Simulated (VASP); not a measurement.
## Ga2BAs3: single point with PBE

The system is Ga2BAs3.

```
B As Ga
1.0
    -1.90396    1.90396    8.32790
     1.90396   -1.90396    8.32790
     1.90396    1.90396   -8.32790
B As Ga
1 3 2
Direct
  0.00000 0.00000 0.00000
  0.43201 0.93201 0.50000
  0.75000 0.25000 0.50000
  0.06799 0.56799 0.50000
  0.34034 0.34034 0.00000
  0.65966 0.65966 0.00000
```

```json
{
 "Program": "VASP 6.6.1",
 "Task": "single point",
 "Functional": "PBE",
 "Potentials or basis": "VASP PAW PBE potentials, release 64 (B, As, Ga_d)",
 "Cutoff": "500 eV",
 "k mesh": "8 × 8 × 8",
 "Occupations": "fermi-dirac, width 0.02 eV",
 "Spin": "no spin polarisation"
}
```

- Pressure: 0.2 GPa
- Largest force: 0.006 eV/Å
- Band gap on the k mesh: 0.46 eV

Forces on the atoms (eV/Å):
```
B    0.000  0.000  0.000
As   0.000  0.000 -0.006
As   0.000  0.000  0.000
As   0.000  0.000  0.006
Ga   0.000  0.000  0.004
Ga   0.000  0.000 -0.004
```

Levels at points of the mesh, in eV from the valence-band top:
| k point | band 20 | band 21 | band 22 | band 23 | band 24 | band 25 |
| --- | --- | --- | --- | --- | --- | --- |
| (0.00, 0.00, 0.00) | -0.44 | 0.00 | 0.00 | 0.46 | 0.66 | 1.45 |
| (0.50, 0.00, 0.00) | -1.62 | -1.02 | -0.88 | 0.61 | 1.83 | 2.82 |
| (0.50, 0.50, 0.00) | -3.84 | -3.21 | -3.15 | 1.12 | 1.15 | 2.81 |
| (0.50, 0.50, 0.50) | -1.44 | -0.77 | -0.77 | 0.63 | 1.02 | 2.28 |

Run time: 7.5 min on 1 thread of Intel(R) Xeon(R) 6975P-C (Granite Rapids) (shared host), peak memory 0.68 GiB.

Caveat: semilocal functionals underestimate gaps, and a narrow one can read as zero. A k mesh can miss the band edges.
